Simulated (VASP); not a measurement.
Crystal: SrO.

```
Sr O
1.0
     0.00000    2.41347    2.41347
     2.41347    0.00000    2.41347
     2.41347    2.41347    0.00000
Sr O
1 1
Direct
  0.50000 0.50000 0.50000
  0.00000 0.00000 0.00000
```

```yaml
Program: VASP 6.6.1
Task: relaxation of volume and atoms at fixed shape
Functional: PBE
Potentials_or_basis: VASP PAW PBE potentials, release 64 (Sr_sv, O)
Cutoff: 600 eV
k_mesh: 3 × 3 × 3
Occupations: gaussian, width 0.01 eV
Spin: no spin polarisation
```

At the start: pressure 32.2 GPa; volume 14.06 Å³/atom.

Task: Where does the relaxation end?

Result: Over 3 steps the energy falls by 293.6 meV/atom and the volume is 17.65 Å³/atom (+25.6 %); space group Fm-3m (No. 225, to 0.05 Å).

The path:
| step | energy change (eV) | largest force (eV/Å) | pressure (GPa) | volume (Å³) |
| --- | --- | --- | --- | --- |
| 1 | 0.0000 | 0.0000 | 32.23 | 28.12 |
| 2 | -0.3837 | 0.0000 | -9.62 | 41.27 |
| 3 | -0.5873 | 0.0000 | 0.01 | 35.31 |

Final structure:
```xyz
2
Lattice="0.0000 2.6038 2.6038 2.6038 0.0000 2.6038 2.6038 2.6038 0.0000" Properties=species:S:1:pos:R:3 pbc="T T T"
Sr    2.6038    2.6038    2.6038
O     0.0000    0.0000    0.0000
```

Caveat: the k points lie up to 0.70 Å⁻¹ apart in the final cell; the volume moved by over 15 % at a fixed basis, so the end points are rough.
